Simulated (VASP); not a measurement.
# KI (I4/mmm) in VASP: further runs

The runs below take KI through single point, with LDA.

Program: VASP 6.6.1. These are calculated values, not measurements. Logs are shortened: lines on timing, memory, paths and dates and some standing lists are left out, and cuts for length are marked.

## 1. The cell of the first run

Symmetry: I4/mmm, No. 139, tetragonal system. The conventional cell has a = 4.984 Å, b = 4.984 Å, c = 6.767 Å, α = 90.00°, β = 90.00°, γ = 90.00°. Within 4.4 Å of K (site symmetry 4/mmm) lie 6 I at 3.38 to 3.52 Å. Within 4.4 Å of I (site symmetry 4/mmm) lie 6 K at 3.38 to 3.52 Å.

## 2. Single point, LDA (strain -0.0400 x Voigt [0, 1, 0, 0, 0, 0])

INCAR

```
SYSTEM = KI
ALGO = Normal
EDIFF = 1E-7
ENCUT = 520
ISIF = 2
ISMEAR = 0
LASPH = .TRUE.
LCHARG = .FALSE.
LREAL = .FALSE.
LWAVE = .FALSE.
NBANDS = 15
NELM = 80
PREC = Accurate
SIGMA = 0.05
```

KPOINTS

```
k-points
0
G
  6 6 6
  0 0 0
```

POSCAR

```
KI
1.0
    0.0000000000      3.3835680000      3.5245500000
    3.5245500000      0.0000000000      3.5245500000
    3.5245500000      3.3835680000      0.0000000000
K I
1 1
Direct
    0.0000000000      0.0000000000      0.0000000000
    0.5000000000      0.5000000000      0.5000000000
```

Potentials or basis: VASP PAW LDA potentials, release 64 (K_sv, I).

The run is started by

```bash
> cat potpaw_LDA.64/K_sv/POTCAR potpaw_LDA.64/I/POTCAR > POTCAR
> mpirun -np 1 vasp_std > vasp.out
```

OUTCAR:

```text
SYSTEM = KI
   EDIFF = 1E-7
   ENCUT = 520
   ISIF = 2
   ISMEAR = 0
   LASPH = .TRUE.
   LREAL = .FALSE.
   NELM = 80
   PREC = Accurate

 ion  position               nearest neighbor table
   1  0.000  0.000  0.000-   2 3.38   2 3.38   2 3.52   2 3.52   2 3.52   2 3.52
   2  0.500  0.500  0.500-   1 3.38   1 3.38   1 3.52   1 3.52   1 3.52   1 3.52

  LATTYP: Found a body centered tetragonal cell.
 ALAT       =     4.9844664113
 C/A-ratio  =     1.3576450199

  Lattice vectors:

 A1 = (   0.0000000000,  -3.3835680000,   3.5245500000)
 A2 = (   0.0000000000,  -3.3835680000,  -3.5245500000)
 A3 = (   3.5245500000,   3.3835680000,   0.0000000000)

Analysis of symmetry for initial positions (statically):
=====================================================================
 Subroutine PRICEL returns:
 Original cell was already a primitive cell.

 Routine SETGRP: Setting up the symmetry group for a
 body centered tetragonal supercell.

 Subroutine GETGRP returns: Found 16 space group operations
 (whereof 16 operations were pure point group operations)
 out of a pool of 16 trial point group operations.

The static configuration has the point symmetry D_4h.

Analysis of symmetry for dynamics (positions and initial velocities):
=====================================================================
 Subroutine PRICEL returns:
 Original cell was already a primitive cell.

 Routine SETGRP: Setting up the symmetry group for a
 body centered tetragonal supercell.

 Subroutine GETGRP returns: Found 16 space group operations
 (whereof 16 operations were pure point group operations)
 out of a pool of 16 trial point group operations.

The dynamic configuration has the point symmetry D_4h.

 Subroutine INISYM returns: Found 16 space group operations
 (whereof 16 operations are pure point group operations),
 and found     1 'primitive' translations

----------------------------------------------------------------------------------------

                                     Primitive cell

  volume of cell :      84.0644

  direct lattice vectors                    reciprocal lattice vectors
     0.000000000  3.383568000  3.524550000    -0.141862082  0.147773002  0.141862082
     3.524550000  0.000000000  3.524550000     0.141862082 -0.147773002  0.141862082
     3.524550000  3.383568000  0.000000000     0.141862082  0.147773002 -0.141862082

  length of vectors
     4.885794215  4.984466411  4.885794215     0.249171749  0.249171749  0.249171749

  position of ions in fractional coordinates (direct lattice)
     0.000000000  0.000000000  0.000000000
     0.500000000  0.500000000  0.500000000
[... 83 lines left out ...]
   ISIF   =      2    stress and relaxation
   ISYM   =      2    0-nonsym 1-usesym 2-fastsym
   POTIM  = 0.5000    time-step for ionic-motion
   TEBEG  =    0.0;   TEEND  =   0.0 temperature during run
   PSTRESS=    0.0 pullay stress
   NELECT =      16.0000    total number of electrons
   NUPDOWN=      -1.0000    fix difference up-down
   EMIN   =  10.00;   EMAX   =-10.00  energy-range for DOS
   EFERMI =   0.00;   METHOD = LEGACY
   ISMEAR =     0;   SIGMA  =   0.05  broadening in eV -4-tet -1-fermi 0-gaus
   EFERMI_NEDOS =   21; number of points for ismear=-14 and -15
   IALGO  =     38    algorithm
   IMIX   =      4    mixing-type and parameters
     AMIX     =   0.40;   BMIX     =  1.00
     AMIX_MAG =   1.60;   BMIX_MAG =  1.00
  volume/ion in A,a.u.               =      42.03       283.65
  Fermi-wavevector in a.u.,A,eV,Ry     =   0.941696  1.779547 12.065530  0.886791
  Thomas-Fermi vector in A             =   2.069232
   LORBIT       =      0    0 simple, 1 ext, 2 COOP (PROOUT), +10 PAW based schemes
   GGA     = CA    functional components
   LHFCALC =     F    Hartree Fock is set to
   AEXX    =    0.0000 exact exchange contribution
   IVDW    =     0    specifies the selected vdW correction
   LEPSILON=     F    determine dielectric tensor
   LRPA    =     F    only Hartree local field effects (RPA)
 non-spin polarized calculation
 Gauss-broadening in eV      SIGMA  =   0.05
  energy-cutoff  :      520.00
  volume of cell :       84.06
 maximum number of plane-waves:      2304
   NGX = 19   NGY = 19   NGZ = 19

 number of electron      15.9999998 magnetization

 Free energy of the ion-electron system (eV)
  ---------------------------------------------------
  ext. energy  EPLUGINS =         0.00000000
  ---------------------------------------------------
  free energy    TOTEN  =        -6.14663754 eV

  energy without entropy =       -6.14663754  energy(sigma->0) =       -6.14663754

 E-fermi :  -0.1329     XC(G=0):  -7.8097

 val. band max:       -0.3525500479   @ k =   0.0000   0.0000   0.0000
 cond. band min:       3.3576754014   @ k =   0.0000   0.0000   0.0000
 fundamental gap:      3.7102254493
 Fermi energy:        -0.1328658600

 k-point     1 :       0.0000    0.0000    0.0000
  band No.  band energies     occupation
      1     -28.4244      2.00000
      2     -12.1650      2.00000
      3     -12.1543      2.00000
      4     -12.1543      2.00000
      5     -11.0132      2.00000
      6      -0.3704      2.00000
      7      -0.3704      2.00000
      8      -0.3526      2.00000
      9       3.3577      0.00000
     10       5.8123      0.00000
     11       5.8123      0.00000
     12       6.0656      0.00000
     13       6.5936      0.00000
     14       6.7871      0.00000
[... 401 lines left out ...]
      2     -12.2108      2.00000
      3     -12.2070      2.00000
      4     -12.2009      2.00000
      5     -10.7907      2.00000
      6      -1.3655      2.00000
      7      -0.9773      2.00000
      8      -0.9454      2.00000
      9       5.0205      0.00000
     10       5.9193      0.00000
     11       6.7833      0.00000
     12       7.7837      0.00000
     13       8.1255      0.00000
     14       9.2399      0.00000
     15       9.6509      0.00000

 [... further k-points ...]
[... 5 lines left out ...]
  --------------------------------------------------------------------------------------
  -------------------------------------------------------------------------------------
  Total       -0.5814463      0.0537569     -0.5814463      0.0000000      0.0000000      0.0000000
  in kB      -11.0817395      1.0245492    -11.0817395      0.0000000      0.0000000      0.0000000
  external PRESSURE =      -7.0463099 kB  Pullay stress =       0.0000000 kB

 VOLUME and BASIS-vectors are now :
 -----------------------------------------------------------------------------
  energy-cutoff  :      520.00
  volume of cell :       84.06
      direct lattice vectors                 reciprocal lattice vectors
     0.000000000  3.383568000  3.524550000    -0.141862082  0.147773002  0.141862082
     3.524550000  0.000000000  3.524550000     0.141862082 -0.147773002  0.141862082
     3.524550000  3.383568000  0.000000000     0.141862082  0.147773002 -0.141862082

 POSITION                                       TOTAL-FORCE (eV/Angst)
 -----------------------------------------------------------------------------------
      0.00000      0.00000      0.00000         0.000000      0.000000      0.000000
      3.52455      3.38357      3.52455         0.000000      0.000000      0.000000
 -----------------------------------------------------------------------------------
    total drift:                                0.000000      0.000000      0.000000

  FREE ENERGIE OF THE ION-ELECTRON SYSTEM (eV)
  ---------------------------------------------------
  free  energy   TOTEN  =        -6.1466375404 eV

  energy  without entropy=       -6.1466375404  energy(sigma->0) =       -6.14663754
```

OSZICAR:

```text
N       E                     dE             d eps       ncg     rms          rms(c)
DAV:   1     0.922611216600E+02    0.92261E+02   -0.65631E+03   900   0.915E+02
DAV:   2    -0.514442550969E+00   -0.92776E+02   -0.85661E+02  1152   0.229E+02
DAV:   3    -0.598942298252E+01   -0.54750E+01   -0.54523E+01  1268   0.459E+01
DAV:   4    -0.623940135646E+01   -0.24998E+00   -0.24989E+00  1443   0.906E+00
DAV:   5    -0.624209650876E+01   -0.26952E-02   -0.26951E-02  1282   0.883E-01    0.362E+00
DAV:   6    -0.616109369223E+01    0.81003E-01   -0.75839E-02  1138   0.183E+00    0.251E+00
DAV:   7    -0.614646622509E+01    0.14627E-01   -0.80418E-02  1180   0.160E+00    0.828E-01
DAV:   8    -0.614670008691E+01   -0.23386E-03   -0.12717E-02  1054   0.816E-01    0.241E-01
DAV:   9    -0.614662300634E+01    0.77081E-04   -0.36270E-04  1288   0.119E-01    0.132E-01
DAV:  10    -0.614664813994E+01   -0.25134E-04   -0.26323E-04  1145   0.747E-02    0.824E-02
DAV:  11    -0.614663721677E+01    0.10923E-04   -0.66705E-05  1096   0.472E-02    0.132E-02
DAV:  12    -0.614663745335E+01   -0.23657E-06   -0.26470E-06  1271   0.112E-02    0.485E-03
DAV:  13    -0.614663754037E+01   -0.87025E-07   -0.18041E-07  1085   0.278E-03
   1 F= -.61466375E+01 E0= -.61466375E+01  d E =-.581063E-12
```

Run time: 22 s. Hardware: 1 thread of AMD EPYC 9R45 (Zen 5), shared host; peak memory 0.17 GiB.

Results:

```
Free energy            : -6.1466 eV
Pressure               : -0.7 GPa
Band gap on the k mesh : 3.71 eV, direct
```

Caveat: the cell differs from its parent crystal (strain -0.0400 x Voigt [0, 1, 0, 0, 0, 0]); spin-orbit coupling is left out, which moves the levels of the heavy elements.

## 3. Single point, LDA (strain -0.0300 x Voigt [0, 1, 0, 0, 0, 0])

INCAR

```
ALGO = Normal
EDIFF = 1E-6
ENCUT = 520
ISIF = 2
ISMEAR = 0
LASPH = True
LCHARG = False
LREAL = False
LWAVE = False
NBANDS = 15
NELM = 100
PREC = Accurate
SIGMA = 0.05
```

KPOINTS

```
k-points
0
Gamma
  6 6 6
```

POSCAR

```
KI
1.0
    0.0000000000      3.4188135000      3.5245500000
    3.5245500000      0.0000000000      3.5245500000
    3.5245500000      3.4188135000      0.0000000000
K I
1 1
Direct
    0.0000000000      0.0000000000      0.0000000000
    0.5000000000      0.5000000000      0.5000000000
```

Potentials or basis: VASP PAW LDA potentials, release 64 (K_sv, I).

The run is started by

```bash
> cat potpaw_LDA.64/K_sv/POTCAR potpaw_LDA.64/I/POTCAR > POTCAR
> mpirun -np 1 vasp_std > vasp.out
```

Run time: 23 s. Hardware: 1 thread of AMD EPYC 9R45 (Zen 5), shared host; peak memory 0.17 GiB.

The run converged. Its results:

- Free energy: -6.1462 eV
- Pressure: -0.9 GPa
- Band gap on the k mesh: 3.69 eV, direct

Stress tensor (GPa, compression positive):
```
-1.14  0.00  0.00
 0.00 -0.31  0.00
 0.00  0.00 -1.14
```

Levels at points of the mesh, in eV from the valence-band top:
```tsv
k point	band 6	band 7	band 8	band 9	band 10	band 11
(0.00, 0.00, 0.00)	-0.01	-0.01	0.00	3.69	6.20	6.20
(0.50, 0.00, 0.00)	-1.49	-0.40	-0.39	5.28	7.54	7.91
(0.50, 0.50, 0.00)	-1.12	-0.41	-0.38	4.63	5.56	7.95
(0.50, 0.00, 0.50)	-1.08	-0.45	-0.45	4.59	5.57	8.03
```

Caveat: the cell differs from its parent crystal (strain -0.0300 x Voigt [0, 1, 0, 0, 0, 0]); spin-orbit coupling is left out, which moves the levels of the heavy elements.
